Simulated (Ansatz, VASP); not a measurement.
## KCl: VASP beside Ansatz

File INCAR:

```
PREC = Accurate ; ENCUT = 500
EDIFF = 1E-6 ; ISMEAR = -1
SIGMA = 0.02 ; LREAL = F
LASPH = T ; NELM = 120
ALGO = Normal ; ISIF = 2
LWAVE = F ; LCHARG = F
GGA = PE ; NBANDS = 15
GGA_COMPAT = F
```

Contents of KPOINTS:

```
regular mesh
0
Gamma
  7 7 7
```

POSCAR

```
KCl
1.0
    3.5604469802      0.0000000000      0.0000000000
    0.0000000000      3.5604469802      0.0000000000
    0.0000000000      0.0000000000      3.5604469802
K Cl
1 1
Direct
    0.0000000000      0.0000000000      0.0000000000
    0.5000000000      0.5000000000      0.5000000000
```

Input for Ansatz:

```yaml
crystal:
  lattice:
    - [3.5604469802, 0.0, 0.0]
    - [0.0, 3.5604469802, 0.0]
    - [0.0, 0.0, 3.5604469802]
  atoms:
    - { symbol: K, position: [0.0, 0.0, 0.0] }
    - { symbol: Cl, position: [0.5, 0.5, 0.5] }
kpoints:
  mp_grid: { grid: [7, 7, 7] }
scf:
  occupations: { method: fermi_dirac, width: 0.02 }
hamiltonian:
  xc: pbe
  pseudopotentials: { kind: all_electron, lapw: { basis_error: 0.0005 } }
output:
  forces: true
  stress: true
  eigenvalues: true
```

Change from the starting cell: volume scaled by 0.9405.

Alike in both runs: task single point; functional PBE; k mesh 7 × 7 × 7; occupations fermi-dirac, width 0.02 eV; no spin polarisation.

```csv
,VASP,Ansatz
version,VASP 6.6.1,Ansatz 0.2.0
potentials or method,"VASP PAW PBE potentials, release 64 (K_sv, Cl), cutoff 500 eV","all-electron LAPW, scalar-relativistic"
```

Ansatz gave:

```
gap on the k mesh at the Fermi level (eV) : 5.97
pressure (GPa)                            : 7.1
```

Estimate VASP's values.

gap on the k mesh at the Fermi level (eV): 5.97; pressure (GPa): 7.2.

Ansatz ran all-electron here, and VASP with PAW potentials.
